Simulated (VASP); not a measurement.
NaCl: single point with PBE

NaCl:

```
Na Cl
1.0
     3.97394    0.00000    0.00000
     1.98697    3.44153    0.00000
     1.98697    1.14718    3.24471
Na Cl
1 1
Direct
  0.00000 0.00000 0.00000
  0.50000 0.50000 0.50000
```

| Item | Value |
| --- | --- |
| Program | VASP 6.6.1 |
| Task | single point |
| Functional | PBE |
| Potentials or basis | VASP PAW PBE potentials, release 64 (Na_pv, Cl) |
| Cutoff | 500 eV |
| k mesh | 6 × 6 × 6 |
| Occupations | gaussian, width 0.01 eV |
| Spin | no spin polarisation |

- Pressure: 1.0 GPa
- Band gap on the k mesh: 5.15 eV

Levels at points of the mesh, in eV from the valence-band top:
| k point | band 4 | band 5 | band 6 | band 7 | band 8 | band 9 | band 10 | band 11 |
| --- | --- | --- | --- | --- | --- | --- | --- | --- |
| (0.00, 0.00, 0.00) | -12.68 | 0.00 | 0.00 | 0.00 | 5.15 | 11.13 | 11.13 | 11.13 |
| (0.50, 0.00, 0.00) | -12.34 | -1.96 | -0.27 | -0.27 | 7.29 | 10.71 | 11.00 | 11.00 |
| (0.50, 0.50, 0.00) | -12.29 | -1.69 | -0.61 | -0.61 | 7.57 | 8.07 | 11.40 | 14.87 |

Wall time 8.8 s on 1 thread of AMD EPYC 7R13 Processor (Zen 3), with other jobs on the host, peak memory 0.13 GiB.

As with any semilocal functional, this PBE gap is likely too small.
